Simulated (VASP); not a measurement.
Runs of VASP 6.6.1 on NbSi. The structure is that of space group Pm-3m (No. 221), or close to it. The cells are those of the table. 

```csv
task,level,U,cell,k mesh,cutoff (eV),smearing,gap on the mesh (eV),pressure (GPa)
single point,r2SCAN,-,"a = 3.048 Å, 2 atoms",8 × 8 × 8,550,fermi-dirac 0.05 eV,none,(a)
single point,PBE,-,"a = 3.135 Å, 2 atoms",8 × 8 × 8,520,fermi-dirac 0.05 eV,none,3.3
single point,r2SCAN,-,"a = 3.117 Å, 2 atoms",8 × 8 × 8,550,fermi-dirac 0.05 eV,none,4.8
single point,PBE,-,"a = 3.156 Å, 2 atoms",8 × 8 × 8,520,fermi-dirac 0.05 eV,none,(b)
single point,PBE,-,"a = 3.177 Å, 2 atoms",8 × 8 × 8,520,fermi-dirac 0.05 eV,none,-3.5
relaxation of cell and atoms,r2SCAN+U,Nb d U = 8.0 eV,"relaxed from a = 3.156 Å, 2 atoms",8 × 8 × 8,600,fermi-dirac 0.05 eV,none,0.0
single point,PBE,-,"a = 3.092 Å, 2 atoms",8 × 8 × 8,520,fermi-dirac 0.05 eV,none,11.7
single point,PBE,-,"a = 3.156 Å, 2 atoms",5 × 5 × 5,520,fermi-dirac 0.03 eV,none,-1.1
single point,r2SCAN+U,Nb d U = 5.0 eV,"a = 3.172 Å, 2 atoms",8 × 8 × 8,520,fermi-dirac 0.05 eV,none,3.4
single point,r2SCAN,-,"a = 3.133 Å, 2 atoms",8 × 8 × 8,550,fermi-dirac 0.05 eV,none,1.8
```

Alike in all rows: potentials or basis VASP PAW PBE potentials, release 64 (Nb_sv, Si); no spin polarisation.

**Question.** Estimate the missing entries.

**Answer.** (a) 19.8; (b) -0.3.

Caveats: some runs use coarse meshes; the PAW data sets were made with another functional, which shifts forces and pressure a little (some runs); U without spin polarisation on a metal has little footing (some runs); the U is typed as a test and isn't derived for this compound (some runs).

A k mesh can miss the band edges, and the runs leave out spin-orbit coupling on Nb.

A gap of «none» marks levels without a gap at the run's occupations.
